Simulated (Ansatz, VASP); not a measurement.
One calculation of K, two programs

Contents of INCAR:

```
SYSTEM = K
PREC = Accurate
ENCUT = 520
EDIFF = 1E-7
ISMEAR = 0
SIGMA = 0.1
LREAL = .False.
LASPH = .True.
NELM = 100
ALGO = Fast
ISIF = 2
LWAVE = .False.
LCHARG = .True.
GGA = PE
LELF = .True.
LVHAR = .True.
NBANDS = 10
```

File KPOINTS:

```
Automatic mesh
0
Gamma
  4 4 10
  0 0 0
```

The input POSCAR:

```
K
1.0
   10.3358291641      0.0000000000      0.0000000000
    0.0000000000     10.3358291641      0.0000000000
    0.0000000000      0.0000000000      4.3047916696
K
1
Direct
    0.0000000000      0.0000000000      0.0000000000
```

Input for Ansatz:

```yaml
crystal:
  lattice:
    - [10.3358291641, 0.0, 0.0]
    - [0.0, 10.3358291641, 0.0]
    - [0.0, 0.0, 4.3047916696]
  atoms:
    - { symbol: K, position: [0.0, 0.0, 0.0] }
basis:
  ecutwfc: 420
kpoints:
  mp_grid: { grid: [4, 4, 10] }
hamiltonian:
  xc: pbe
scf:
  occupations: { method: gaussian, width: 0.1 }
output:
  forces: true
  stress: true
  eigenvalues: true
```

Alike in both runs: task single point; functional PBE; k mesh 4 × 4 × 10; occupations gaussian, width 0.1 eV; no spin polarisation.

```csv
,VASP,Ansatz
version,VASP 6.6.1,Ansatz 0.2.0
potentials or method,"VASP PAW PBE potentials, release 64 (K_sv), cutoff 520 eV","scalar-relativistic, plane waves, PAW"
valence electrons in the cell,9,9
```

```csv
,VASP,Ansatz,Ansatz less VASP
gap on the k mesh at the Fermi level (eV),none,none,-
pressure (GPa),0.0,0.0,0.00
```

A gap of «none» marks a metal or a gap that the smearing closes.
